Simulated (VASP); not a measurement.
# Be (Im-3m) in VASP: further runs

The runs below take Be through single point, relaxation of cell and atoms, with PBE.

All numbers are computed with VASP 6.6.1; they aren't measurements. Logs are shortened: lines on timing, memory, paths and dates and some standing lists are left out, and cuts for length are marked.

## Step 1: The cell of the first run

The structure is cubic, space group Im-3m (No. 229). The conventional cell has a = 2.509 Å, b = 2.509 Å, c = 2.509 Å, α = 90.00°, β = 90.00°, γ = 90.00°. Within 2.9 Å of Be (site symmetry m-3m) lie 14 Be at 2.17 to 2.51 Å.

## Step 2: Single point, PBE

File INCAR:

```
ALGO     = Normal         # electronic algorithm
EDIFF    = 1E-6           # SCF threshold, eV
ENCUT    = 520            # plane-wave cutoff, eV
GGA      = PE             # functional
ISIF     = 2              # what is computed and relaxed
ISMEAR   = -1             # smearing method
LASPH    = True           # aspherical terms in the spheres
LCHARG   = False          # write CHGCAR
LREAL    = False          # projectors in reciprocal space
LWAVE    = False          # write WAVECAR
NBANDS   = 7              # bands
NELM     = 60             # most SCF steps
PREC     = Accurate       # precision mode
SIGMA    = 0.08           # smearing width, eV
```

File KPOINTS:

```
k-points
0
Gamma
  21 21 21
```

File POSCAR:

```
Be
1.0
   -1.2546104883      1.2546104883      1.2546104883
    1.2546104883     -1.2546104883      1.2546104883
    1.2546104883      1.2546104883     -1.2546104883
Be
1
Direct
    0.0000000000      0.0000000000      0.0000000000
```

Potentials or basis: VASP PAW PBE potentials, release 64 (Be).

Launch:

```
> cat potpaw_PBE.64/Be/POTCAR > POTCAR
> mpirun -np 1 vasp_std > vasp.out
```

OUTCAR:

```text
EDIFF = 1E-6
   ENCUT = 520
   GGA = PE
   ISIF = 2
   ISMEAR = -1
   LASPH = True
   LREAL = False
   NELM = 60
   PREC = Accurate

 ion  position               nearest neighbor table
   1  0.000  0.000  0.000-

  LATTYP: Found a body centered cubic cell.
 ALAT       =     2.5092209766

  Lattice vectors:

 A1 = (  -1.2546104883,   1.2546104883,   1.2546104883)
 A2 = (   1.2546104883,  -1.2546104883,   1.2546104883)
 A3 = (   1.2546104883,   1.2546104883,  -1.2546104883)

Analysis of symmetry for initial positions (statically):
=====================================================================
 Subroutine PRICEL returns:
 Original cell was already a primitive cell.

 Routine SETGRP: Setting up the symmetry group for a
 body centered cubic supercell.

 Subroutine GETGRP returns: Found 48 space group operations
 (whereof 48 operations were pure point group operations)
 out of a pool of 48 trial point group operations.

The static configuration has the point symmetry O_h .

Analysis of symmetry for dynamics (positions and initial velocities):
=====================================================================
 Subroutine PRICEL returns:
 Original cell was already a primitive cell.

 Routine SETGRP: Setting up the symmetry group for a
 body centered cubic supercell.

 Subroutine GETGRP returns: Found 48 space group operations
 (whereof 48 operations were pure point group operations)
 out of a pool of 48 trial point group operations.

The dynamic configuration has the point symmetry O_h .

 Subroutine INISYM returns: Found 48 space group operations
 (whereof 48 operations are pure point group operations),
 and found     1 'primitive' translations

----------------------------------------------------------------------------------------

                                     Primitive cell

  volume of cell :       7.8993

  direct lattice vectors                    reciprocal lattice vectors
    -1.254610488  1.254610488  1.254610488     0.000000000  0.398530065  0.398530065
     1.254610488 -1.254610488  1.254610488     0.398530065  0.000000000  0.398530065
     1.254610488  1.254610488 -1.254610488     0.398530065  0.398530065  0.000000000

  length of vectors
     2.173049109  2.173049109  2.173049109     0.563606624  0.563606624  0.563606624

  position of ions in fractional coordinates (direct lattice)
     0.000000000  0.000000000  0.000000000

  ion indices of the primitive-cell ions
   primitive index   ion index
                 1           1

----------------------------------------------------------------------------------------

 KPOINTS: k-points

Automatic generation of k-mesh.
 Grid dimensions read from file:
 generate k-points for:   21   21   21

 Generating k-lattice:

  Cartesian coordinates                     Fractional coordinates (reciprocal lattice)
     0.000000000  0.018977622  0.018977622     0.047619048  0.000000000  0.000000000
     0.018977622  0.000000000  0.018977622     0.000000000  0.047619048  0.000000000
     0.018977622  0.018977622  0.000000000     0.000000000  0.000000000  0.047619048

  Length of vectors
     0.026838411  0.026838411  0.026838411

  Shift w.r.t. Gamma in fractional coordinates (k-lattice)
     0.000000000  0.000000000  0.000000000

 Subroutine IBZKPT returns following result:
 ===========================================

 Found    286 irreducible k-points:

 Following reciprocal coordinates:
            Coordinates               Weight
  0.000000  0.000000  0.000000      1.000000
  0.047619  0.000000  0.000000     12.000000
  0.095238  0.000000  0.000000     12.000000
  0.142857  0.000000  0.000000     12.000000
  0.190476  0.000000  0.000000     12.000000
  0.238095  0.000000  0.000000     12.000000
[... 16 lines left out ...]
  0.142857  0.095238  0.000000     48.000000
  0.190476  0.095238  0.000000     48.000000
 [... further k-points ...]
   k-points           NKPTS =    286   k-points in BZ     NKDIM =    286   number of bands    NBANDS=      7
   number of dos      NEDOS =    301   number of ions     NIONS =      1
   total plane-waves  NPLWV =   4096
   dimension x,y,z NGX =    16 NGY =   16 NGZ =   16
   dimension x,y,z NGXF=    32 NGYF=   32 NGZF=   32
   ions per type =               1
   NGX,Y,Z   is equivalent  to a cutoff of  12.24, 12.24, 12.24 a.u.
   NGXF,Y,Z  is equivalent  to a cutoff of  24.48, 24.48, 24.48 a.u.
 SYSTEM =  unknown system
   PREC   = accura    normal or accurate (medium, high low for compatibility)
   ISTART =      0    job   : 0-new  1-cont  2-samecut
   ICHARG =      2    charge: 1-file 2-atom 10-const
   ISPIN  =      1    spin polarized calculation?
   LNONCOLLINEAR =      F non collinear calculations
   LSORBIT =      F    spin-orbit coupling
   LASPH  =      T    aspherical Exc in radial PAW
   ENCUT  =  520.0 eV  38.22 Ry    6.18 a.u.   4.04  4.04  4.04*2*pi/ulx,y,z
   NELM   =     60;   NELMIN=  2; NELMDL= -5     # of ELM steps
   EDIFF  = 0.1E-05   stopping-criterion for ELM
   LREAL  =      F    real-space projection
   EDIFFG = 0.1E-04   stopping-criterion for IOM
   NSW    =      0    number of steps for IOM
   IBRION =     -1    ionic relax: 0-MD 1-quasi-New 2-CG
   NFREE  =      0    steps in history (QN), initial steepest desc. (CG)
   ISIF   =      2    stress and relaxation
   ISYM   =      2    0-nonsym 1-usesym 2-fastsym
   POTIM  = 0.5000    time-step for ionic-motion
   TEBEG  =    0.0;   TEEND  =   0.0 temperature during run
   PSTRESS=    0.0 pullay stress
   NELECT =       2.0000    total number of electrons
   NUPDOWN=      -1.0000    fix difference up-down
   EMIN   =  10.00;   EMAX   =-10.00  energy-range for DOS
   EFERMI =   0.00;   METHOD = LEGACY
   ISMEAR =    -1;   SIGMA  =   0.08  broadening in eV -4-tet -1-fermi 0-gaus
   EFERMI_NEDOS =   21; number of points for ismear=-14 and -15
   IALGO  =     38    algorithm
   IMIX   =      4    mixing-type and parameters
     AMIX     =   0.40;   BMIX     =  1.00
     AMIX_MAG =   1.60;   BMIX_MAG =  1.00
  volume/ion in A,a.u.               =       7.90        53.31
  Fermi-wavevector in a.u.,A,eV,Ry     =   1.035673  1.957138 14.593857  1.072618
  Thomas-Fermi vector in A             =   2.170027
   LORBIT       =      0    0 simple, 1 ext, 2 COOP (PROOUT), +10 PAW based schemes
   GGA     = PE    functional components
[... 5 lines left out ...]
 non-spin polarized calculation
  energy-cutoff  :      520.00
  volume of cell :        7.90
 maximum number of plane-waves:       236
   NGX =  7   NGY =  7   NGZ =  7

 number of electron       2.0000000 magnetization

 Free energy of the ion-electron system (eV)
  ---------------------------------------------------
  ext. energy  EPLUGINS =         0.00000000
  ---------------------------------------------------
  free energy    TOTEN  =        -3.66912972 eV

  energy without entropy =       -3.66740198  energy(sigma->0) =       -3.66826585

 E-fermi :   7.8267     XC(G=0): -10.6151

 val. band max:        7.7663747180   @ k =  -0.3810  -0.3810   0.0476
 cond. band min:       7.9487992510   @ k =   0.3333   0.2381   0.0952
 fundamental gap:      0.1824245330
 Fermi energy:         7.8266507004

 k-point     1 :       0.0000    0.0000    0.0000
  band No.  band energies     occupation
      1      -4.3245      2.00000
      2      27.1747      0.00000
      3      27.1747      0.00000
      4      27.1747      0.00000
      5      38.5188      0.00000
      6      38.5188      0.00000
      7      38.5188      0.00000

 k-point     2 :       0.0476    0.0000    0.0000
  band No.  band energies     occupation
      1      -4.2450      2.00000
      2      26.7845      0.00000
      3      26.8499      0.00000
      4      27.0817      0.00000
      5      37.4193      0.00000
      6      37.5019      0.00000
      7      39.0521      0.00000

 k-point     3 :       0.0952    0.0000    0.0000
  band No.  band energies     occupation
      1      -4.0064      2.00000
      2      25.5839      0.00000
      3      26.0272      0.00000
      4      26.8086      0.00000
      5      35.4374      0.00000
      6      35.8185      0.00000
      7      39.2048      0.00000

 k-point     4 :       0.1429    0.0000    0.0000
  band No.  band energies     occupation
      1      -3.6086      2.00000
      2      23.6364      0.00000
      3      24.9762      0.00000
      4      26.3784      0.00000
      5      34.1109      0.00000
      6      34.1869      0.00000
      7      38.7514      0.00000

 k-point     5 :       0.1905    0.0000    0.0000
  band No.  band energies     occupation
      1      -3.0520      2.00000
      2      21.2215      0.00000
      3      23.8899      0.00000
      4      25.8372      0.00000
      5      32.7222      0.00000
      6      33.4341      0.00000
      7      38.7291      0.00000

 k-point     6 :       0.2381    0.0000    0.0000
  band No.  band energies     occupation
      1      -2.3384      2.00000
      2      18.6400      0.00000
      3      22.8740      0.00000
      4      25.2470      0.00000
      5      31.4529      0.00000
      6      33.1849      0.00000
      7      39.0936      0.00000

 k-point     7 :       0.2857    0.0000    0.0000
  band No.  band energies     occupation
      1      -1.4732      2.00000
      2      16.0840      0.00000
      3      21.9841      0.00000
      4      24.6697      0.00000
      5      30.3891      0.00000
      6      33.2009      0.00000
      7      39.7857      0.00000

 k-point     8 :       0.3333    0.0000    0.0000
  band No.  band energies     occupation
      1      -0.4703      2.00000
      2      13.6650      0.00000
      3      21.2502      0.00000
      4      24.1565      0.00000
      5      29.5354      0.00000
      6      33.3757      0.00000
      7      40.7398      0.00000

 k-point     9 :       0.3810    0.0000    0.0000
  band No.  band energies     occupation
      1       0.6343      2.00000
      2      11.4695      0.00000
      3      20.6894      0.00000
      4      23.7442      0.00000
      5      28.8938      0.00000
      6      33.6228      0.00000
      7      41.8715      0.00000

 k-point    10 :       0.4286    0.0000    0.0000
  band No.  band energies     occupation
      1       1.7413      2.00000
      2       9.6237      0.00000
      3      20.3112      0.00000
      4      23.4574      0.00000
      5      28.4656      0.00000
      6      33.8577      0.00000
      7      43.0290      0.00000

 k-point    11 :       0.4762    0.0000    0.0000
  band No.  band energies     occupation
      1       2.5625      2.00000
      2       8.4301      0.00106
      3      20.1208      0.00000
      4      23.3105      0.00000
      5      28.2513      0.00000
      6      34.0011      0.00000
      7      43.8716      0.00000
[... 51 lines left out ...]
 k-point    17 :       0.2857    0.0476    0.0000
  band No.  band energies     occupation
      1      -0.9257      2.00000
      2      14.8784      0.00000
      3      21.3162      0.00000
      4      23.8457      0.00000
      5      30.6982      0.00000
      6      33.3090      0.00000
      7      40.2642      0.00000

 k-point    18 :       0.3333    0.0476   -0.0000
  band No.  band energies     occupation
      1       0.1370      2.00000
      2      12.5590      0.00000
      3      20.6796      0.00000
      4      23.3352      0.00000
      5      30.0273      0.00000
      6      33.5587      0.00000
      7      41.2978      0.00000

 k-point    19 :       0.3810    0.0476   -0.0000
  band No.  band energies     occupation
      1       1.2663      2.00000
      2      10.5133      0.00000
      3      20.2180      0.00000
      4      22.9529      0.00000
      5      29.5417      0.00000
      6      33.8370      0.00000
      7      42.4506      0.00000

 k-point    20 :       0.4286    0.0476   -0.0000
  band No.  band energies     occupation
      1       2.2927      2.00000
      2       8.9305      0.00000
      3      19.9385      0.00000
      4      22.7170      0.00000
      5      29.2481      0.00000
      6      34.0554      0.00000
      7      43.5285      0.00000

 k-point    21 :       0.4762    0.0476   -0.0000
  band No.  band energies     occupation
      1       2.7696      2.00000
      2       8.2673      0.00808
      3      19.8450      0.00000
      4      22.6373      0.00000
      5      29.1498      0.00000
      6      34.1385      0.00000
      7      44.0501      0.00000

 k-point    22 :       0.0952    0.0952    0.0000
  band No.  band energies     occupation
      1      -3.3695      2.00000
      2      23.5362      0.00000
      3      23.5951      0.00000
      4      25.6079      0.00000
      5      33.7057      0.00000
      6      34.2737      0.00000
      7      38.6926      0.00000

 k-point    23 :       0.1429    0.0952    0.0000
  band No.  band energies     occupation
      1      -2.8122      2.00000
      2      21.2599      0.00000
      3      22.4989      0.00000
      4      24.8421      0.00000
      5      33.2828      0.00000
      6      33.7015      0.00000
      7      38.8731      0.00000

 k-point    24 :       0.1905    0.0952    0.0000
  band No.  band energies     occupation
      1      -2.0971      2.00000
      2      18.7131      0.00000
      3      21.5304      0.00000
      4      24.0792      0.00000
      5      33.0928      0.00000
      6      33.1848      0.00000
      7      39.3005      0.00000

 [... further k-points ...]
[... 5 lines left out ...]
  --------------------------------------------------------------------------------------
  -------------------------------------------------------------------------------------
  Total       -0.0565849     -0.0565849     -0.0565849     -0.0000000     -0.0000000     -0.0000000
  in kB      -11.4768948    -11.4768948    -11.4768948     -0.0000000     -0.0000000     -0.0000000
  external PRESSURE =     -11.4768948 kB  Pullay stress =       0.0000000 kB

 VOLUME and BASIS-vectors are now :
 -----------------------------------------------------------------------------
  energy-cutoff  :      520.00
  volume of cell :        7.90
      direct lattice vectors                 reciprocal lattice vectors
    -1.254610488  1.254610488  1.254610488     0.000000000  0.398530065  0.398530065
     1.254610488 -1.254610488  1.254610488     0.398530065  0.000000000  0.398530065
     1.254610488  1.254610488 -1.254610488     0.398530065  0.398530065  0.000000000

 POSITION                                       TOTAL-FORCE (eV/Angst)
 -----------------------------------------------------------------------------------
      0.00000      0.00000      0.00000         0.000000     -0.000000      0.000000
 -----------------------------------------------------------------------------------
    total drift:                                0.000000      0.000000      0.000000

  FREE ENERGIE OF THE ION-ELECTRON SYSTEM (eV)
  ---------------------------------------------------
  free  energy   TOTEN  =        -3.6691297222 eV

  energy  without entropy=       -3.6674019814  energy(sigma->0) =       -3.66826585
```

It took 4.6 s on 1 thread of Intel Xeon Platinum 8259CL at 2.50GHz (Skylake/Cascade Lake), shared host; peak memory 0.12 GiB.

Results:

- Free energy: -3.6691 eV
- Pressure: -1.1 GPa
- Band gap on the k mesh: zero (band 1 reaches 11.35 eV, above the bottom of band 2 at 6.54 eV)

(Part 1 of 2 ends here.)
